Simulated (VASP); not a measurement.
A run of VASP 6.6.1 is set up as follows.

The input INCAR:

```
SYSTEM = InGaAs2
PREC     = Accurate       ! precision mode
ENCUT    = 520            ! plane-wave cutoff, eV
EDIFF    = 1E-6           ! SCF threshold, eV
ISMEAR   = 0              ! smearing method
SIGMA    = 0.15           ! smearing width, eV
LREAL    = .False.        ! projectors in reciprocal space
LASPH    = .True.         ! aspherical terms in the spheres
NELM     = 100            ! most SCF steps
ALGO     = Normal         ! electronic algorithm
ISIF     = 2              ! what is computed and relaxed
LWAVE    = .False.        ! write WAVECAR
LCHARG   = .False.        ! write CHGCAR
GGA      = PS             ! functional
NBANDS   = 26             ! bands
```

Contents of KPOINTS:

```
regular mesh
0
Gamma
  12 12 8
  0 0 0
```

Contents of POSCAR:

```
InGaAs2
1.0
    4.3728762434      0.0000000000      0.0000000000
    0.0000000000      4.3728762434      0.0000000000
    0.0000000000      0.0000000000      5.9621480000
In Ga As
1 1 2
Direct
    0.0000000000      0.0000000000      0.5000000000
    0.5000000000      0.5000000000      0.0000000000
    0.5000000000      0.0000000000      0.7684750000
    0.0000000000      0.5000000000      0.2315250000
```

Potentials or basis: VASP PAW PBE potentials, release 64 (In_d, Ga_d, As).

Launch:

```sh
$ cat potpaw_PBE.64/In_d/POTCAR potpaw_PBE.64/Ga_d/POTCAR potpaw_PBE.64/As/POTCAR > POTCAR
$ mpirun -np 1 vasp_std > vasp.out
```

Problem. Predict the band gap on the k mesh.

Solution. 0.04 eV.

Problem. What does it give for the pressure?

Solution. -5.4 GPa.

Forces in eV/Å, atoms in the order of the input:
```
In   0.000  0.000  0.000
Ga   0.000  0.000  0.000
As   0.000  0.000 -0.018
As   0.000  0.000  0.018
```

Caveat: the cell differs from its parent crystal (strain +0.0350 x Voigt [1, 1, 0, 0, 0, 0]); the cell stands under tension; the smearing spreads over this small gap; semilocal functionals underestimate gaps, and a narrow one can read as zero; the PAW data sets were made with another functional, which shifts forces and pressure a little; spin-orbit coupling is left out, which moves the levels of the heavy elements. A k mesh can miss the band edges.
